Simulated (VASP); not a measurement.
# Zn4O (P3m1) in VASP: vibrations by perturbation theory with PBE

Aim: the vibrations by perturbation theory of Zn4O with PBE.

Everything below comes from runs of VASP 6.6.1. Logs are shortened: lines on timing, memory, paths and dates and some standing lists are left out, and cuts for length are marked.

## Step 1: The cell of the first run

It takes space group P3m1 (No. 156, trigonal). Conventional cell: a = 3.040 Å, b = 3.040 Å, c = 9.037 Å, α = 90.00°, β = 90.00°, γ = 120.00°. Zn (site symmetry 3m) has 1 O at 1.92 Å within 2.5 Å. Zn (site symmetry 3m) has 3 O at 2.00 Å within 2.6 Å. Within 3.6 Å of Zn (site symmetry 3m) lie 12 Zn at 2.70 to 3.04 Å and 3 O at 3.56 Å. Zn (site symmetry 3m) has 12 Zn at 2.64 to 3.04 Å within 3.5 Å. Within 2.5 Å of O (site symmetry 3m) lie 4 Zn at 1.92 to 2.00 Å.

## Step 2: Vibrations by perturbation theory, PBE

Contents of INCAR:

```
SYSTEM = Zn4O
  ALGO = Normal
  EDIFF = 1E-8
  ENCUT = 520
  GGA = PE
  IBRION = 8
  ISIF = 2
  ISMEAR = 0
  KPAR = 4
  LASPH = .TRUE.
  LCHARG = .FALSE.
  LREAL = .FALSE.
  LWAVE = .FALSE.
  NBANDS = 35
  NELM = 100
  NSW = 1
  PREC = Accurate
  SIGMA = 0.1
```

Contents of KPOINTS:

```
k-points
0
G
  12 12 4
  0 0 0
```

Contents of POSCAR:

```
Zn4O
1.0
    3.0397018791      0.0000000000      0.0000000000
   -1.5198509396      2.6324590472      0.0000000000
    0.0000000000      0.0000000000      9.0370511697
Zn O
4 1
Direct
    0.6666666667      0.3333333333      0.0187892873
    0.0000000000      0.0000000000      0.6999552407
    0.3333333333      0.6666666667      0.4633961236
    0.0000000000      0.0000000000      0.2363102404
    0.6666666667      0.3333333333      0.8060677681
```

Potentials or basis: VASP PAW PBE potentials, release 64 (Zn, O).

Started as:

```
> cat potpaw_PBE.64/Zn/POTCAR potpaw_PBE.64/O/POTCAR > POTCAR
> mpirun -np 4 vasp_std > vasp.out
```

OUTCAR:

```text
SYSTEM = Zn4O
   EDIFF = 1E-8
   ENCUT = 520
   GGA = PE
   IBRION = 8
   ISIF = 2
   ISMEAR = 0
   LASPH = .TRUE.
   LREAL = .FALSE.
   NELM = 100
   NSW = 1
   PREC = Accurate

 ion  position               nearest neighbor table
   1  0.667  0.333  0.019-   5 1.92   4 2.64   4 2.64   4 2.64
   2  0.000  0.000  0.700-   5 2.00   5 2.00   5 2.00   3 2.77   3 2.77   3 2.77
   3  0.333  0.667  0.463-   4 2.70   4 2.70   4 2.70   2 2.77   2 2.77   2 2.77
   4  0.000  0.000  0.236-   1 2.64   1 2.64   1 2.64   3 2.70   3 2.70   3 2.70
   5  0.667  0.333  0.806-   1 1.92   2 2.00   2 2.00   2 2.00

  LATTYP: Found a hexagonal cell.
 ALAT       =     3.0397018791
 C/A-ratio  =     2.9730057516

  Lattice vectors:

 A1 = (   3.0397018791,   0.0000000000,   0.0000000000)
 A2 = (  -1.5198509396,   2.6324590472,   0.0000000000)
 A3 = (   0.0000000000,   0.0000000000,   9.0370511697)

Analysis of symmetry for initial positions (statically):
=====================================================================
 Subroutine PRICEL returns:
 Original cell was already a primitive cell.

 Routine SETGRP: Setting up the symmetry group for a
 hexagonal supercell.

 Subroutine GETGRP returns: Found  6 space group operations
 (whereof  6 operations were pure point group operations)
 out of a pool of 24 trial point group operations.

The static configuration has the point symmetry C_3v.
[... 1135 lines left out ...]

 Free energy of the ion-electron system (eV)
  ---------------------------------------------------
  ---------------------------------------------------
  free energy    TOTEN  =        -0.39111608 eV

  energy without entropy =       -0.39111367

------------------------ aborting loop because EDIFF is reached ----------------------------------------

 INTERNAL STRAIN TENSOR  FOR ION    5  DIRECTION 3   (eV/Angst):
 -----------------------------------------------------------------------------
    -6.61899  0.00000 -0.00000
     0.00000 -6.61899  0.00000
    -0.00000 -0.00000  7.71659

 INTERNAL STRAIN TENSOR FOR ION    5 for displacements in x,y,z  (eV/Angst):
          X           Y           Z          XY          YZ          ZX
  --------------------------------------------------------------------------------
  x     0.00000    -0.00000     0.00000    -4.98791     0.00000    -4.12136
  y    -4.98791     4.98791     0.00000    -0.00000    -4.36015     0.00000
  z    -6.61899    -6.61899     7.71659     0.00000     0.00000    -0.00000

 SECOND DERIVATIVES (NOT SYMMETRIZED)
 ------------------------------------
               1X          1Y          1Z          2X          2Y          2Z          3X          3Y          3Z          4X          4Y          4Z          5X          5Y          5Z
  1X    -1.074371    0.000000   -0.000000    0.035258   -0.000000    0.000000    0.000351   -0.000000   -0.000000    0.646640   -0.000000    0.000000    0.392122   -0.000000    0.000000
  1Y     0.000000   -1.074371    0.000000   -0.000000    0.035258    0.000000   -0.000000    0.000351    0.000000   -0.000000    0.646640    0.000000   -0.000000    0.392122    0.000000
  1Z     0.000000    0.000000  -14.242855    0.000000    0.000000    3.202130   -0.000000    0.000000    0.291316    0.000000   -0.000000    2.905550   -0.000000    0.000000    7.843860
  2X     0.016912   -0.000000    0.000000   -6.547529    0.000000    0.000000    0.433726   -0.000000   -0.000000    0.005429   -0.000000    0.000000    6.091462   -0.000000    0.000000
  2Y    -0.000000    0.016912    0.000000    0.000000   -6.547529    0.000000   -0.000000    0.433726    0.000000   -0.000000    0.005429    0.000000   -0.000000    6.091462    0.000000
  2Z     0.000000   -0.000000    3.132081    0.000000    0.000000   -9.239198   -0.000000    0.000000    1.467543   -0.000000    0.000000   -0.046918    0.000000    0.000000    4.686492
  3X    -0.012571    0.000000    0.000000    0.437836   -0.000000   -0.000000   -0.898969    0.000000    0.000000    0.528302   -0.000000   -0.000000   -0.054598    0.000000   -0.000000
  3Y     0.000000   -0.012571    0.000000   -0.000000    0.437836    0.000000    0.000000   -0.898969    0.000000   -0.000000    0.528302    0.000000    0.000000   -0.054598    0.000000
  3Z     0.000000    0.000000    0.220894    0.000000    0.000000    1.470745    0.000000    0.000000   -4.804374   -0.000000   -0.000000    2.365897   -0.000000   -0.000000    0.746839
  4X     0.629207   -0.000000   -0.000000    0.007434   -0.000000    0.000000    0.529789   -0.000000   -0.000000   -1.268108    0.000000    0.000000    0.101679   -0.000000    0.000000
  4Y    -0.000000    0.629207    0.000000   -0.000000    0.007434    0.000000   -0.000000    0.529789   -0.000000    0.000000   -1.268108    0.000000   -0.000000    0.101679    0.000000
  4Z    -0.000000    0.000000    2.846157    0.000000    0.000000   -0.040737    0.000000    0.000000    2.361643    0.000000   -0.000000   -5.189080    0.000000   -0.000000    0.022018
  5X     0.375320   -0.000000   -0.000000    6.091983   -0.000000    0.000000   -0.056232    0.000000    0.000000    0.099925   -0.000000    0.000000   -6.510995    0.000000   -0.000000
  5Y    -0.000000    0.375320    0.000000   -0.000000    6.091983    0.000000    0.000000   -0.056232    0.000000   -0.000000    0.099925   -0.000000    0.000000   -6.510995    0.000000
  5Z     0.000000    0.000000    7.819197   -0.000000    0.000000    4.730386   -0.000000    0.000000    0.779695    0.000000   -0.000000    0.062189    0.000000    0.000000  -13.391466

 Eigenvectors and eigenvalues of the dynamical matrix
 ----------------------------------------------------

   1 f  =   15.155527 THz    95.224985 2PiTHz  505.533968 cm-1    62.678195 meV
             X         Y         Z           dx          dy          dz
      1.519851  0.877486  0.169800     0.000000   -0.000000   -0.305669
      0.000000  0.000000  6.325531     0.000000   -0.000000   -0.152136
     -0.000000  1.754973  4.187734    -0.000000    0.000000   -0.020888
      0.000000  0.000000  2.135548     0.000000   -0.000000    0.014961
      1.519851  0.877486  7.284476    -0.000000    0.000000    0.939553
[... 105 lines left out ...]
  15 f/i=    0.048327 THz     0.303646 2PiTHz    1.612006 cm-1     0.199863 meV
             X         Y         Z           dx          dy          dz
      1.519851  0.877486  0.169800     0.000000    0.000000    0.479176
      0.000000  0.000000  6.325531     0.000000    0.000000    0.484525
     -0.000000  1.754973  4.187734     0.000000    0.000000    0.490340
      0.000000  0.000000  2.135548     0.000000    0.000000    0.488673
      1.519851  0.877486  7.284476     0.000000    0.000000    0.237468

--------------------------------------------------------------------------------------------------------

 ELASTIC MODULI CONTR FROM IONIC RELAXATION (kBar)
 Direction    XX          YY          ZZ          XY          YZ          ZX
 --------------------------------------------------------------------------------
 XX        -219.3499    -45.1278    -66.5542      0.0000    -80.3247      0.0000
 YY         -45.1278   -219.3499    -66.5542      0.0000     80.3247     -0.0000
 ZZ         -66.5542    -66.5542   -541.2906      0.0000     -0.0000      0.0000
 XY           0.0000      0.0000      0.0000    -87.1111     -0.0000    -81.7112
 YZ         -80.3247     80.3247     -0.0000     -0.0000    -86.9087      0.0000
 ZX           0.0000     -0.0000      0.0000    -81.7112      0.0000   -108.8531
 --------------------------------------------------------------------------------
```

OSZICAR:

```text
N       E                     dE             d eps       ncg     rms          rms(c)
DAV:   1     0.402950648830E+03    0.40295E+03   -0.26469E+04  4862   0.237E+03
DAV:   2     0.294060611557E+02   -0.37354E+03   -0.35760E+03  4918   0.449E+02
DAV:   3    -0.127210074498E+02   -0.42127E+02   -0.41602E+02  5124   0.147E+02
DAV:   4    -0.139391405093E+02   -0.12181E+01   -0.12145E+01  5549   0.251E+01
[... 162 lines left out ...]
RMM:   9    -0.391116532826E+00    0.16378E-05   -0.14238E-08  8162   0.578E-04    0.117E-04
RMM:  10    -0.391115136819E+00    0.13960E-05   -0.17449E-09  7156   0.206E-04    0.505E-05
RMM:  11    -0.391115923898E+00   -0.78708E-06   -0.29271E-09  7837   0.104E-04    0.238E-05
RMM:  12    -0.391116080348E+00   -0.15645E-06   -0.21677E-09  7371   0.436E-05    0.611E-06
RMM:  13    -0.391116079682E+00    0.66552E-09   -0.19366E-09  8038   0.230E-05    0.393E-06
 Linear response finished
```

stdout:

```text
POSCAR found type information on POSCAR ZnO
 POSCAR found :  2 types and       5 ions
 scaLAPACK will be used
 LDA part: xc-table for (Slater+PW92), standard interpolation
 POSCAR, INCAR and KPOINTS ok, starting setup
 FFT: planning ... GRIDC
 FFT: planning ... GRID_SOFT
 FFT: planning ... GRID
 WAVECAR not read
 entering main loop
[... 20 lines left out ...]
 Linear response progress:
 first order change of Fermi-energy  -0.36648E-05
 force on displaced ion       4 direction 1 :  -1.268  -0.000  -0.000
 Linear response progress:
 first order change of Fermi-energy   0.22023E+00
 force on displaced ion       4 direction 3 :   0.000   0.000  -5.189
 Linear response progress:
 first order change of Fermi-energy  -0.16091E-04
 force on displaced ion       5 direction 1 :  -6.511   0.000  -0.000
 Linear response progress:
 first order change of Fermi-energy  -0.48495E+00
 force on displaced ion       5 direction 3 :  -0.000   0.000 -13.391
 Linear response finished
```

Run time: 54 min. Hardware: 4 MPI ranks of Oxide Virtual Turin-like, shared host; peak memory 1.3 GiB.

Results:

```
Highest phonon frequency at Γ, LO-TO splitting left out : 506 cm⁻¹
```

Phonon frequencies in cm⁻¹ (negative: imaginary):
| q point | frequencies |
| --- | --- |
| (0.000, 0.000, 0.000) | -2 -1 -1 62 62 63 63 92 92 143 169 250 368 368 506 |
